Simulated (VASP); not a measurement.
# Zn (P6_3/mmc) in VASP: further runs

Runs on Zn. Level: PBE. Tasks: single point.

Program: VASP 6.6.1. These are calculated values, not measurements. Logs are shortened: lines on timing, memory, paths and dates and some standing lists are left out, and cuts for length are marked.

## 1. The cell of the first run

The structure is hexagonal, space group P6_3/mmc (No. 194). Conventional cell: a = 2.636 Å, b = 2.636 Å, c = 5.093 Å, α = 90.00°, β = 90.00°, γ = 120.00°. Zn (site symmetry -6m2) has 12 Zn at 2.64 to 2.97 Å within 3.5 Å.

## 2. Single point, PBE

INCAR

```
PREC     = Accurate       # precision mode
ENCUT    = 520            # plane-wave cutoff, eV
EDIFF    = 1E-6           # SCF threshold, eV
ISMEAR   = -1             # smearing method
SIGMA    = 0.08           # smearing width, eV
LREAL    = False          # projectors in reciprocal space
LASPH    = True           # aspherical terms in the spheres
NELM     = 100            # most SCF steps
ALGO     = Normal         # electronic algorithm
ISIF     = 2              # what is computed and relaxed
LWAVE    = False          # write WAVECAR
LCHARG   = True           # write CHGCAR
GGA      = PE             # functional
LELF     = True           # ELF
LVHAR    = True         
NBANDS   = 19             # bands
```

KPOINTS

```
Automatic mesh
0
Gamma
  16 16 7
```

POSCAR

```
Zn
1.0
    1.3178132699     -2.2825195384      0.0000000000
    1.3178132699      2.2825195384      0.0000000000
    0.0000000000      0.0000000000      5.0925371481
Zn
2
Direct
    0.6666666670      0.3333333330      0.2500000000
    0.3333333330      0.6666666670      0.7500000000
```

Potentials or basis: VASP PAW PBE potentials, release 64 (Zn).

Started as:

```bash
cat potpaw_PBE.64/Zn/POTCAR > POTCAR
mpirun -np 1 vasp_std > vasp.out
```

OUTCAR:

```text
PREC = Accurate
   ENCUT = 520
   EDIFF = 1E-6
   ISMEAR = -1
   LREAL = False
   LASPH = True
   NELM = 100
   ISIF = 2
   GGA = PE

 ion  position               nearest neighbor table
   1  0.667  0.333  0.250-   2 2.97   2 2.97   2 2.97   2 2.97   2 2.97   2 2.97
   2  0.333  0.667  0.750-   1 2.97   1 2.97   1 2.97   1 2.97   1 2.97   1 2.97

  LATTYP: Found a hexagonal cell.
 ALAT       =     2.6356265398
 C/A-ratio  =     1.9321922401

  Lattice vectors:

 A1 = (   1.3178132699,  -2.2825195384,   0.0000000000)
 A2 = (   1.3178132699,   2.2825195384,   0.0000000000)
 A3 = (   0.0000000000,   0.0000000000,   5.0925371481)

Analysis of symmetry for initial positions (statically):
=====================================================================
 Subroutine PRICEL returns:
 Original cell was already a primitive cell.

 Routine SETGRP: Setting up the symmetry group for a
 hexagonal supercell.

 Subroutine GETGRP returns: Found 24 space group operations
 (whereof 12 operations were pure point group operations)
 out of a pool of 24 trial point group operations.

The static configuration has the point symmetry D_3d.
 The point group associated with its full space group is D_6h.

Analysis of symmetry for dynamics (positions and initial velocities):
=====================================================================
 Subroutine PRICEL returns:
 Original cell was already a primitive cell.

 Routine SETGRP: Setting up the symmetry group for a
 hexagonal supercell.

 Subroutine GETGRP returns: Found 24 space group operations
 (whereof 12 operations were pure point group operations)
 out of a pool of 24 trial point group operations.

The dynamic configuration has the point symmetry D_3d.
 The point group associated with its full space group is D_6h.

 Subroutine INISYM returns: Found 24 space group operations
 (whereof 12 operations are pure point group operations),
 and found     1 'primitive' translations

----------------------------------------------------------------------------------------

                                     Primitive cell

  volume of cell :      30.6360

  direct lattice vectors                    reciprocal lattice vectors
     1.317813270 -2.282519538  0.000000000     0.379416425 -0.219056175  0.000000000
     1.317813270  2.282519538  0.000000000     0.379416425  0.219056175  0.000000000
     0.000000000  0.000000000  5.092537148     0.000000000  0.000000000  0.196365774

  length of vectors
     2.635626540  2.635626540  5.092537148     0.438112350  0.438112350  0.196365774

  position of ions in fractional coordinates (direct lattice)
     0.666666667  0.333333333  0.250000000
     0.333333333  0.666666667  0.750000000

  ion indices of the primitive-cell ions
   primitive index   ion index
                 1           1
                 2           2

----------------------------------------------------------------------------------------

 KPOINTS: Automatic mesh

Automatic generation of k-mesh.
 Grid dimensions read from file:
 generate k-points for:   16   16    7

 Generating k-lattice:

  Cartesian coordinates                     Fractional coordinates (reciprocal lattice)
     0.023713527 -0.013691011  0.000000000     0.062500000  0.000000000  0.000000000
     0.023713527  0.013691011  0.000000000     0.000000000  0.062500000  0.000000000
     0.000000000  0.000000000  0.028052253     0.000000000  0.000000000  0.142857143

  Length of vectors
     0.027382022  0.027382022  0.028052253

  Shift w.r.t. Gamma in fractional coordinates (k-lattice)
     0.000000000  0.000000000  0.000000000

 Subroutine IBZKPT returns following result:
 ===========================================

 Found    120 irreducible k-points:

 Following reciprocal coordinates:
            Coordinates               Weight
  0.000000  0.000000  0.000000      1.000000
  0.062500  0.000000  0.000000      6.000000
  0.125000  0.000000  0.000000      6.000000
  0.187500  0.000000  0.000000      6.000000
  0.250000  0.000000  0.000000      6.000000
  0.312500  0.000000  0.000000      6.000000
[... 16 lines left out ...]
  0.187500  0.187500  0.000000      6.000000
  0.250000  0.187500  0.000000     12.000000
 [... further k-points ...]
   k-points           NKPTS =    120   k-points in BZ     NKDIM =    120   number of bands    NBANDS=     19
   number of dos      NEDOS =    301   number of ions     NIONS =      2
   total plane-waves  NPLWV =  16000
   dimension x,y,z NGX =    20 NGY =   20 NGZ =   40
   dimension x,y,z NGXF=    40 NGYF=   40 NGZF=   80
   ions per type =               2
   NGX,Y,Z   is equivalent  to a cutoff of  12.62, 12.62, 13.06 a.u.
   NGXF,Y,Z  is equivalent  to a cutoff of  25.23, 25.23, 26.12 a.u.
 SYSTEM =  unknown system
   PREC   = accura    normal or accurate (medium, high low for compatibility)
   ISTART =      0    job   : 0-new  1-cont  2-samecut
   ICHARG =      2    charge: 1-file 2-atom 10-const
   ISPIN  =      1    spin polarized calculation?
   LNONCOLLINEAR =      F non collinear calculations
   LSORBIT =      F    spin-orbit coupling
   LASPH  =      T    aspherical Exc in radial PAW
   ENCUT  =  520.0 eV  38.22 Ry    6.18 a.u.   4.90  4.90  9.47*2*pi/ulx,y,z
   NELM   =    100;   NELMIN=  2; NELMDL= -5     # of ELM steps
   EDIFF  = 0.1E-05   stopping-criterion for ELM
   LREAL  =      F    real-space projection
   EDIFFG = 0.1E-04   stopping-criterion for IOM
   NSW    =      0    number of steps for IOM
   IBRION =     -1    ionic relax: 0-MD 1-quasi-New 2-CG
   NFREE  =      0    steps in history (QN), initial steepest desc. (CG)
   ISIF   =      2    stress and relaxation
   ISYM   =      2    0-nonsym 1-usesym 2-fastsym
   POTIM  = 0.5000    time-step for ionic-motion
   TEBEG  =    0.0;   TEEND  =   0.0 temperature during run
   PSTRESS=    0.0 pullay stress
   NELECT =      24.0000    total number of electrons
   NUPDOWN=      -1.0000    fix difference up-down
   EMIN   =  10.00;   EMAX   =-10.00  energy-range for DOS
   EFERMI =   0.00;   METHOD = LEGACY
   ISMEAR =    -1;   SIGMA  =   0.08  broadening in eV -4-tet -1-fermi 0-gaus
   EFERMI_NEDOS =   21; number of points for ismear=-14 and -15
   IALGO  =     38    algorithm
   IMIX   =      4    mixing-type and parameters
     AMIX     =   0.40;   BMIX     =  1.00
     AMIX_MAG =   1.60;   BMIX_MAG =  1.00
  volume/ion in A,a.u.               =      15.32       103.37
  Fermi-wavevector in a.u.,A,eV,Ry     =   1.509157  2.851893 30.988010  2.277554
  Thomas-Fermi vector in A             =   2.619516
   LORBIT       =      0    0 simple, 1 ext, 2 COOP (PROOUT), +10 PAW based schemes
   GGA     = PE    functional components
   LHFCALC =     F    Hartree Fock is set to
   AEXX    =    0.0000 exact exchange contribution
   IVDW    =     0    specifies the selected vdW correction
   LEPSILON=     F    determine dielectric tensor
   LRPA    =     F    only Hartree local field effects (RPA)
 non-spin polarized calculation
  energy-cutoff  :      520.00
  volume of cell :       30.64
 maximum number of plane-waves:       841
 NGX is ok and might be reduce to    20
   NGX =  9   NGY =  9   NGZ = 19

 number of electron      24.0000003 magnetization

 Free energy of the ion-electron system (eV)
  ---------------------------------------------------
  ext. energy  EPLUGINS =         0.00000000
  ---------------------------------------------------
  free energy    TOTEN  =        -2.22003322 eV

  energy without entropy =       -2.21086060  energy(sigma->0) =       -2.21544691

 E-fermi :   3.0007     XC(G=0): -11.5038

 val. band max:        2.9816573323   @ k =   0.3750   0.1250   0.0000
 cond. band min:       3.0281963007   @ k =   0.3750   0.0625   0.0000
 fundamental gap:      0.0465389684
 Fermi energy:         3.0007494596

 k-point     1 :       0.0000    0.0000    0.0000
  band No.  band energies     occupation
      1      -7.3006      2.00000
      2      -5.6144      2.00000
      3      -4.9042      2.00000
      4      -4.6317      2.00000
      5      -4.6317      2.00000
      6      -4.5914      2.00000
[... 11 lines left out ...]
     18      22.7486      0.00000
     19      22.7807      0.00000

 k-point     2 :       0.0625    0.0000    0.0000
  band No.  band energies     occupation
      1      -7.1815      2.00000
      2      -5.5588      2.00000
      3      -4.8896      2.00000
      4      -4.6456      2.00000
      5      -4.6052      2.00000
      6      -4.6031      2.00000
[... 11 lines left out ...]
     18      21.6232      0.00000
     19      23.7492      0.00000

 k-point     3 :       0.1250    0.0000    0.0000
  band No.  band energies     occupation
      1      -6.8302      2.00000
      2      -5.4110      2.00000
      3      -4.8545      2.00000
      4      -4.6780      2.00000
      5      -4.6304      2.00000
      6      -4.5210      2.00000
[... 11 lines left out ...]
     18      20.6160      0.00000
     19      21.7073      0.00000

 k-point     4 :       0.1875    0.0000    0.0000
  band No.  band energies     occupation
      1      -6.2765      2.00000
      2      -5.2409      2.00000
      3      -4.8190      2.00000
      4      -4.7102      2.00000
      5      -4.5911      2.00000
      6      -4.5457      2.00000
[... 11 lines left out ...]
     18      19.4619      0.00000
     19      19.6434      0.00000

 k-point     5 :       0.2500    0.0000    0.0000
  band No.  band energies     occupation
      1      -5.6537      2.00000
      2      -5.1730      2.00000
      3      -4.7525      2.00000
      4      -4.7424      2.00000
      5      -4.6499      2.00000
      6      -4.4331      2.00000
[... 11 lines left out ...]
     18      18.2085      0.00000
     19      18.9206      0.00000

 k-point     6 :       0.3125    0.0000    0.0000
  band No.  band energies     occupation
      1      -5.3455      2.00000
      2      -5.2098      2.00000
      3      -4.9031      2.00000
      4      -4.6468      2.00000
      5      -4.5270      2.00000
      6      -4.4444      2.00000
[... 11 lines left out ...]
     18      18.4576      0.00000
     19      18.9792      0.00000

 k-point     7 :       0.3750    0.0000    0.0000
  band No.  band energies     occupation
      1      -5.3355      2.00000
      2      -5.2599      2.00000
      3      -5.0183      2.00000
      4      -4.6056      2.00000
      5      -4.5467      2.00000
      6      -4.4054      2.00000
[... 11 lines left out ...]
     18      18.1124      0.00000
     19      19.1827      0.00000

 k-point     8 :       0.4375    0.0000    0.0000
  band No.  band energies     occupation
      1      -5.3738      2.00000
      2      -5.2976      2.00000
      3      -5.0867      2.00000
      4      -4.6579      2.00000
      5      -4.4803      2.00000
      6      -4.4275      2.00000
[... 256 lines left out ...]
 k-point    20 :       0.3125    0.1250    0.0000
  band No.  band energies     occupation
      1      -5.1882      2.00000
      2      -5.1084      2.00000
      3      -4.9951      2.00000
      4      -4.6206      2.00000
      5      -4.5440      2.00000
      6      -4.4331      2.00000
[... 11 lines left out ...]
     18      15.9444      0.00000
     19      17.3945      0.00000

 k-point    21 :       0.3750    0.1250    0.0000
  band No.  band energies     occupation
      1      -5.2416      2.00000
      2      -5.1486      2.00000
      3      -5.0494      2.00000
      4      -4.6497      2.00000
      5      -4.4766      2.00000
      6      -4.4758      2.00000
[... 11 lines left out ...]
     18      15.5703      0.00000
     19      17.1011      0.00000

 k-point    22 :       0.4375    0.1250    0.0000
  band No.  band energies     occupation
      1      -5.2611      2.00000
      2      -5.1642      2.00000
      3      -5.0672      2.00000
      4      -4.6592      2.00000
      5      -4.4927      2.00000
      6      -4.4525      2.00000
[... 11 lines left out ...]
     18      15.4434      0.00000
     19      17.0010      0.00000

 k-point    23 :       0.1875    0.1875    0.0000
  band No.  band energies     occupation
      1      -4.9617      2.00000
      2      -4.9218      2.00000
      3      -4.8746      2.00000
      4      -4.8640      2.00000
      5      -4.7045      2.00000
      6      -4.5792      2.00000
[... 11 lines left out ...]
     18      15.2915      0.00000
     19      16.6396      0.00000

 k-point    24 :       0.2500    0.1875    0.0000
  band No.  band energies     occupation
      1      -5.0121      2.00000
      2      -4.9493      2.00000
      3      -4.9379      2.00000
      4      -4.6364      2.00000
      5      -4.6273      2.00000
      6      -4.5604      2.00000
[... 11 lines left out ...]
     18      14.0538      0.00000
     19      15.6236      0.00000

 [... further k-points ...]

------------------------ aborting loop because EDIFF is reached ----------------------------------------

  FORCE on cell =-STRESS in cart. coord.  units (eV):
  Direction    XX          YY          ZZ          XY          YZ          ZX
  --------------------------------------------------------------------------------------
  -------------------------------------------------------------------------------------
  Total        0.2117476      0.2117476     -0.1811107      0.0000000      0.0000000     -0.0000000
  in kB       11.0737935     11.0737935     -9.4715738      0.0000000      0.0000000     -0.0000000
  external PRESSURE =       4.2253377 kB  Pullay stress =       0.0000000 kB

 VOLUME and BASIS-vectors are now :
 -----------------------------------------------------------------------------
  energy-cutoff  :      520.00
  volume of cell :       30.64
      direct lattice vectors                 reciprocal lattice vectors
     1.317813270 -2.282519538  0.000000000     0.379416425 -0.219056175  0.000000000
     1.317813270  2.282519538  0.000000000     0.379416425  0.219056175  0.000000000
     0.000000000  0.000000000  5.092537148     0.000000000  0.000000000  0.196365774

 POSITION                                       TOTAL-FORCE (eV/Angst)
 -----------------------------------------------------------------------------------
      1.31781     -0.76084      1.27313        -0.000000      0.000000      0.000000
      1.31781      0.76084      3.81940         0.000000     -0.000000      0.000000
 -----------------------------------------------------------------------------------
    total drift:                               -0.000000      0.000000      0.000000

  FREE ENERGIE OF THE ION-ELECTRON SYSTEM (eV)
  ---------------------------------------------------
  free  energy   TOTEN  =        -2.2200332238 eV

  energy  without entropy=       -2.2108605995  energy(sigma->0) =       -2.21544691
```

Wall time 26 s (1 thread of Intel Xeon 6975P-C (Granite Rapids), shared host); peak memory 0.18 GiB.

Results:

- Free energy: -2.2200 eV
- Pressure: 0.4 GPa
- Band gap on the k mesh: zero (bands 12 and 13 overlap by 4.61 eV)

Levels at points of the mesh, in eV from the Fermi level:
```csv
k point,band 8,band 9,band 10,band 11,band 12,band 13,band 14,band 15,band 16,band 17
"(0.00, 0.00, 0.00)",-7.21,-7.21,-7.04,-7.04,-3.71,-3.43,12.31,16.14,18.22,18.22
"(0.50, 0.00, 0.00)",-7.08,-6.83,-6.81,-2.63,-1.91,2.42,3.62,3.91,5.70,10.73
```

## 3. Single point, PBE

INCAR

```
SYSTEM = Zn
ALGO = Normal
EDIFF = 1E-6
ENCUT = 520
GGA = PE
ISIF = 2
ISMEAR = -1
LASPH = .True.
LCHARG = .False.
LREAL = .False.
LWAVE = .False.
NBANDS = 19
NELM = 60
PREC = Accurate
SIGMA = 0.08
```

KPOINTS

```
k-points
0
Gamma
  16 16 7
  0 0 0
```

POSCAR is that of step 2.

Potentials or basis: VASP PAW PBE potentials, release 64 (Zn).

Started as:

```bash
cat potpaw_PBE.64/Zn/POTCAR > POTCAR
mpirun -np 1 vasp_std > vasp.out
```

It took 25 s on 1 thread of Intel Xeon 6975P-C (Granite Rapids), shared host; peak memory 0.18 GiB.

The run converged. Its results:

```yaml
Free_energy: -2.2200 eV
Pressure: 0.4 GPa
Band_gap_on_the_k_mesh: zero (bands 12 and 13 overlap by 4.61 eV)
```

Stress tensor (GPa, compression positive):
```
 1.11  0.00  0.00
 0.00  1.11  0.00
 0.00  0.00 -0.95
```

Levels at points of the mesh, in eV from the Fermi level:
| k point | band 9 | band 10 | band 11 | band 12 | band 13 | band 14 | band 15 | band 16 |
| --- | --- | --- | --- | --- | --- | --- | --- | --- |
| (0.00, 0.00, 0.00) | -7.21 | -7.04 | -7.04 | -3.71 | -3.43 | 12.31 | 16.14 | 18.22 |
| (0.50, 0.00, 0.00) | -6.83 | -6.81 | -2.63 | -1.91 | 2.42 | 3.62 | 3.91 | 5.70 |
